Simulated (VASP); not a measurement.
# MgCdTe3 (Pm-3m) in VASP: notebook

Runs on MgCdTe3. Level: PBE. Tasks: single point, relaxation of cell and atoms.

All numbers are computed with VASP 6.6.1; they aren't measurements. Logs are shortened: lines on timing, memory, paths and dates and some standing lists are left out, and cuts for length are marked.

## Step 1: The cell of the first run

It takes space group Pm-3m (No. 221, cubic). The conventional cell has a = 5.325 Å, b = 5.325 Å, c = 5.325 Å, α = 90.00°, β = 90.00°, γ = 90.00°. Mg (site symmetry m-3m) has 6 Te at 2.66 Å within 3.5 Å. Cd (site symmetry m-3m) has 12 Te at 3.77 Å and 8 Mg at 4.61 Å within 4.9 Å. Within 3.5 Å of Te (site symmetry 4/mmm) lie 2 Mg at 2.66 Å.

## Step 2: Single point, PBE

The input, INCAR:

```
PREC = Accurate
ENCUT = 520
EDIFF = 1E-6
ISMEAR = 0
SIGMA = 0.1
LREAL = F
LASPH = T
NELM = 100
ALGO = Normal
ISIF = 2
LWAVE = F
LCHARG = T
GGA = PE
LELF = T
LVHAR = T
NBANDS = 24
```

The input, KPOINTS:

```
Automatic mesh
0
Gamma
  4 4 4
```

The input, POSCAR:

```
MgCdTe3
1.0
    5.3246750100      0.0000000000      0.0000000000
    0.0000000000      5.3246750100      0.0000000000
    0.0000000000      0.0000000000      5.3246750100
Mg Cd Te
1 1 3
Direct
    0.5000000000      0.5000000000      0.5000000000
    0.0000000000      0.0000000000      0.0000000000
    0.0000000000      0.5000000000      0.5000000000
    0.5000000000      0.0000000000      0.5000000000
    0.5000000000      0.5000000000      0.0000000000
```

Potentials or basis: VASP PAW PBE potentials, release 64 (Mg, Cd, Te).

Run with:

```console
cat potpaw_PBE.64/Mg/POTCAR potpaw_PBE.64/Cd/POTCAR potpaw_PBE.64/Te/POTCAR > POTCAR
mpirun -np 1 vasp_std > vasp.out
```

OUTCAR:

```text
PREC = Accurate
   ENCUT = 520
   EDIFF = 1E-6
   ISMEAR = 0
   LREAL = F
   LASPH = T
   NELM = 100
   ISIF = 2
   GGA = PE

 ion  position               nearest neighbor table
   1  0.500  0.500  0.500-   3 2.66   4 2.66   5 2.66   5 2.66   4 2.66   3 2.66
   2  0.000  0.000  0.000-
   3  0.000  0.500  0.500-   1 2.66   1 2.66
   4  0.500  0.000  0.500-   1 2.66   1 2.66
   5  0.500  0.500  0.000-   1 2.66   1 2.66

  LATTYP: Found a simple cubic cell.
 ALAT       =     5.3246750100

  Lattice vectors:

 A1 = (   5.3246750100,   0.0000000000,   0.0000000000)
 A2 = (   0.0000000000,   5.3246750100,   0.0000000000)
 A3 = (   0.0000000000,   0.0000000000,   5.3246750100)

Analysis of symmetry for initial positions (statically):
=====================================================================
 Subroutine PRICEL returns:
 Original cell was already a primitive cell.

 Routine SETGRP: Setting up the symmetry group for a
 simple cubic supercell.

 Subroutine GETGRP returns: Found 48 space group operations
[... 9 lines left out ...]

 Routine SETGRP: Setting up the symmetry group for a
 simple cubic supercell.

 Subroutine GETGRP returns: Found 48 space group operations
[... 11 lines left out ...]
                                     Primitive cell

  volume of cell :     150.9661

  direct lattice vectors                    reciprocal lattice vectors
     5.324675010  0.000000000  0.000000000     0.187804889  0.000000000  0.000000000
     0.000000000  5.324675010  0.000000000     0.000000000  0.187804889  0.000000000
     0.000000000  0.000000000  5.324675010     0.000000000  0.000000000  0.187804889

  length of vectors
     5.324675010  5.324675010  5.324675010     0.187804889  0.187804889  0.187804889

  position of ions in fractional coordinates (direct lattice)
     0.500000000  0.500000000  0.500000000
     0.000000000  0.000000000  0.000000000
     0.000000000  0.500000000  0.500000000
     0.500000000  0.000000000  0.500000000
     0.500000000  0.500000000  0.000000000

  ion indices of the primitive-cell ions
   primitive index   ion index
                 1           1
                 2           2
                 3           3
                 4           4
                 5           5

----------------------------------------------------------------------------------------

 KPOINTS: Automatic mesh

Automatic generation of k-mesh.
 Grid dimensions read from file:
 generate k-points for:    4    4    4

 Generating k-lattice:

  Cartesian coordinates                     Fractional coordinates (reciprocal lattice)
     0.046951222  0.000000000  0.000000000     0.250000000  0.000000000  0.000000000
     0.000000000  0.046951222  0.000000000     0.000000000  0.250000000  0.000000000
     0.000000000  0.000000000  0.046951222     0.000000000  0.000000000  0.250000000

  Length of vectors
     0.046951222  0.046951222  0.046951222

  Shift w.r.t. Gamma in fractional coordinates (k-lattice)
     0.000000000  0.000000000  0.000000000

 Subroutine IBZKPT returns following result:
 ===========================================

 Found     10 irreducible k-points:

 Following reciprocal coordinates:
            Coordinates               Weight
  0.000000  0.000000  0.000000      1.000000
  0.250000  0.000000  0.000000      6.000000
  0.500000  0.000000  0.000000      3.000000
  0.250000  0.250000  0.000000     12.000000
  0.500000  0.250000  0.000000     12.000000
  0.500000  0.500000  0.000000      3.000000
  0.250000  0.250000  0.250000      8.000000
  0.500000  0.250000  0.250000     12.000000
  0.500000  0.500000  0.250000      6.000000
  0.500000  0.500000  0.500000      1.000000
   k-points           NKPTS =     10   k-points in BZ     NKDIM =     10   number of bands    NBANDS=     24
   number of dos      NEDOS =    301   number of ions     NIONS =      5
   total plane-waves  NPLWV =  64000
   dimension x,y,z NGX =    40 NGY =   40 NGZ =   40
   dimension x,y,z NGXF=    80 NGYF=   80 NGZF=   80
   ions per type =               1   1   3
   NGX,Y,Z   is equivalent  to a cutoff of  12.49, 12.49, 12.49 a.u.
   NGXF,Y,Z  is equivalent  to a cutoff of  24.98, 24.98, 24.98 a.u.
 SYSTEM =  unknown system
   PREC   = accura    normal or accurate (medium, high low for compatibility)
   ISTART =      0    job   : 0-new  1-cont  2-samecut
   ICHARG =      2    charge: 1-file 2-atom 10-const
   ISPIN  =      1    spin polarized calculation?
   LNONCOLLINEAR =      F non collinear calculations
   LSORBIT =      F    spin-orbit coupling
   LASPH  =      T    aspherical Exc in radial PAW
   ENCUT  =  520.0 eV  38.22 Ry    6.18 a.u.   9.90  9.90  9.90*2*pi/ulx,y,z
   NELM   =    100;   NELMIN=  2; NELMDL= -5     # of ELM steps
   EDIFF  = 0.1E-05   stopping-criterion for ELM
   LREAL  =      F    real-space projection
   EDIFFG = 0.1E-04   stopping-criterion for IOM
   NSW    =      0    number of steps for IOM
   IBRION =     -1    ionic relax: 0-MD 1-quasi-New 2-CG
   NFREE  =      0    steps in history (QN), initial steepest desc. (CG)
   ISIF   =      2    stress and relaxation
   ISYM   =      2    0-nonsym 1-usesym 2-fastsym
   POTIM  = 0.5000    time-step for ionic-motion
   TEBEG  =    0.0;   TEEND  =   0.0 temperature during run
   PSTRESS=    0.0 pullay stress
   NELECT =      32.0000    total number of electrons
   NUPDOWN=      -1.0000    fix difference up-down
   EMIN   =  10.00;   EMAX   =-10.00  energy-range for DOS
   EFERMI =   0.00;   METHOD = LEGACY
   ISMEAR =     0;   SIGMA  =   0.10  broadening in eV -4-tet -1-fermi 0-gaus
   EFERMI_NEDOS =   21; number of points for ismear=-14 and -15
   IALGO  =     38    algorithm
   IMIX   =      4    mixing-type and parameters
     AMIX     =   0.40;   BMIX     =  1.00
     AMIX_MAG =   1.60;   BMIX_MAG =  1.00
  volume/ion in A,a.u.               =      30.19       203.75
  Fermi-wavevector in a.u.,A,eV,Ry     =   0.976109  1.844579 12.963482  0.952789
  Thomas-Fermi vector in A             =   2.106702
   LORBIT       =      0    0 simple, 1 ext, 2 COOP (PROOUT), +10 PAW based schemes
   GGA     = PE    functional components
   LHFCALC =     F    Hartree Fock is set to
   AEXX    =    0.0000 exact exchange contribution
   IVDW    =     0    specifies the selected vdW correction
   LEPSILON=     F    determine dielectric tensor
   LRPA    =     F    only Hartree local field effects (RPA)
 non-spin polarized calculation
 Gauss-broadening in eV      SIGMA  =   0.10
  energy-cutoff  :      520.00
  volume of cell :      150.97
 maximum number of plane-waves:      4076
 NGX is ok and might be reduce to    40
   NGX = 19   NGY = 19   NGZ = 19

 number of electron      32.0000004 magnetization

 Free energy of the ion-electron system (eV)
  ---------------------------------------------------
  ext. energy  EPLUGINS =         0.00000000
  ---------------------------------------------------
  free energy    TOTEN  =       -10.40138740 eV

  energy without entropy =      -10.36542686  energy(sigma->0) =      -10.38340713

 E-fermi :   4.0718     XC(G=0):  -9.1319

 val. band max:        4.0458811379   @ k =   0.0000   0.0000   0.0000
 cond. band min:       4.0990395272   @ k =   0.2500   0.2500   0.2500
 fundamental gap:      0.0531583894
 Fermi energy:         4.0717862396

 k-point     1 :       0.0000    0.0000    0.0000
  band No.  band energies     occupation
      1      -7.9823      2.00000
      2      -5.8777      2.00000
      3      -5.8777      2.00000
      4      -3.9346      2.00000
      5      -3.9346      2.00000
      6      -3.9346      2.00000
[... 16 lines left out ...]
     23       8.9606      0.00000
     24       8.9606      0.00000

 k-point     2 :       0.2500    0.0000    0.0000
  band No.  band energies     occupation
      1      -7.7767      2.00000
      2      -6.2243      2.00000
      3      -5.8505      2.00000
      4      -3.9444      2.00000
      5      -3.9444      2.00000
      6      -3.9342      2.00000
[... 16 lines left out ...]
     23       8.9448      0.00000
     24      10.0582      0.00000

 k-point     3 :       0.5000    0.0000    0.0000
  band No.  band energies     occupation
      1      -7.4242      2.00000
      2      -6.7104      2.00000
      3      -5.8224      2.00000
      4      -3.9540      2.00000
      5      -3.9540      2.00000
      6      -3.9517      2.00000
[... 16 lines left out ...]
     23       9.3277      0.00000
     24      10.4817      0.00000

 k-point     4 :       0.2500    0.2500    0.0000
  band No.  band energies     occupation
      1      -7.5772      2.00000
      2      -6.2867      2.00000
      3      -6.0536      2.00000
      4      -3.9468      2.00000
      5      -3.9442      2.00000
      6      -3.9424      2.00000
[... 16 lines left out ...]
     23       9.8666      0.00000
     24      10.1628      0.00000

 k-point     5 :       0.5000    0.2500    0.0000
  band No.  band energies     occupation
      1      -7.2242      2.00000
      2      -6.6641      2.00000
      3      -6.0932      2.00000
      4      -3.9522      2.00000
      5      -3.9457      2.00000
      6      -3.9421      2.00000
[... 16 lines left out ...]
     23      10.2839      0.00000
     24      10.3094      0.00000

 k-point     6 :       0.5000    0.5000    0.0000
  band No.  band energies     occupation
      1      -6.7699      2.00000
      2      -6.6157      2.00000
      3      -6.6157      2.00000
      4      -3.9503      2.00000
      5      -3.9503      2.00000
      6      -3.9438      2.00000
[... 16 lines left out ...]
     23      10.0438      0.00000
     24      10.3954      0.00000

 k-point     7 :       0.2500    0.2500    0.2500
  band No.  band energies     occupation
      1      -7.3897      2.00000
      2      -6.2624      2.00000
      3      -6.2624      2.00000
      4      -3.9429      2.00000
      5      -3.9429      2.00000
      6      -3.9399      2.00000
[... 16 lines left out ...]
     23      10.0039      0.00000
     24      10.0039      0.00000

 k-point     8 :       0.5000    0.2500    0.2500
  band No.  band energies     occupation
      1      -7.0521      2.00000
      2      -6.6284      2.00000
      3      -6.2376      2.00000
      4      -3.9390      2.00000
      5      -3.9367      2.00000
      6      -3.9287      2.00000
[... 16 lines left out ...]
     23      10.0394      0.00000
     24      11.0908      0.00000

 k-point     9 :       0.5000    0.5000    0.2500
  band No.  band energies     occupation
      1      -6.6736      2.00000
      2      -6.5916      2.00000
      3      -6.5916      2.00000
      4      -3.9314      2.00000
      5      -3.9218      2.00000
      6      -3.9218      2.00000
[... 16 lines left out ...]
     23       9.6208      0.00000
     24      10.0623      0.00000

 k-point    10 :       0.5000    0.5000    0.5000
  band No.  band energies     occupation
      1      -6.5670      2.00000
      2      -6.5670      2.00000
      3      -6.5670      2.00000
      4      -3.9191      2.00000
      5      -3.9191      2.00000
      6      -3.8901      2.00000
[... 16 lines left out ...]
     23       9.9415      0.00000
     24       9.9415      0.00000

------------------------ aborting loop because EDIFF is reached ----------------------------------------

  FORCE on cell =-STRESS in cart. coord.  units (eV):
  Direction    XX          YY          ZZ          XY          YZ          ZX
  --------------------------------------------------------------------------------------
  -------------------------------------------------------------------------------------
  Total        3.3616335      3.3616335      3.3616335     -0.0000000     -0.0000000      0.0000000
  in kB       35.6764500     35.6764500     35.6764500     -0.0000000     -0.0000000      0.0000000
  external PRESSURE =      35.6764500 kB  Pullay stress =       0.0000000 kB

 VOLUME and BASIS-vectors are now :
 -----------------------------------------------------------------------------
  energy-cutoff  :      520.00
  volume of cell :      150.97
      direct lattice vectors                 reciprocal lattice vectors
     5.324675010  0.000000000  0.000000000     0.187804889  0.000000000  0.000000000
     0.000000000  5.324675010  0.000000000     0.000000000  0.187804889  0.000000000
     0.000000000  0.000000000  5.324675010     0.000000000  0.000000000  0.187804889

 POSITION                                       TOTAL-FORCE (eV/Angst)
 -----------------------------------------------------------------------------------
      2.66234      2.66234      2.66234         0.000000      0.000000      0.000000
      0.00000      0.00000      0.00000         0.000000      0.000000      0.000000
      0.00000      2.66234      2.66234         0.000000      0.000000      0.000000
      2.66234      0.00000      2.66234         0.000000      0.000000      0.000000
      2.66234      2.66234      0.00000         0.000000      0.000000      0.000000
 -----------------------------------------------------------------------------------
    total drift:                                0.000000     -0.000000     -0.000000

  FREE ENERGIE OF THE ION-ELECTRON SYSTEM (eV)
  ---------------------------------------------------
  free  energy   TOTEN  =       -10.4013874024 eV

  energy  without entropy=      -10.3654268606  energy(sigma->0) =      -10.38340713
```

Run time: 14 s. Hardware: 1 thread of Intel Xeon 6975P-C (Granite Rapids), shared host; peak memory 0.26 GiB.

Results:

| Item | Value |
| --- | --- |
| Free energy | -10.4014 eV |
| Pressure | 3.6 GPa |
| Band gap on the k mesh | zero (band 16 reaches 5.08 eV, above the bottom of band 17 at 3.92 eV) |

Levels at points of the mesh, in eV from the Fermi level:
```tsv
k point	band 14	band 15	band 16	band 17	band 18	band 19
(0.00, 0.00, 0.00)	-0.65	-0.65	-0.03	-0.03	-0.03	2.48
(0.50, 0.00, 0.00)	-1.83	-1.18	-0.06	-0.06	0.84	2.41
(0.50, 0.50, 0.00)	-1.51	-1.51	-0.27	0.15	1.00	2.80
(0.50, 0.50, 0.50)	-0.22	-0.22	1.01	1.01	1.01	4.94
```

Caveat: spin-orbit coupling is left out, which moves the levels of the heavy elements.

(Continued in part 2 of 2.)
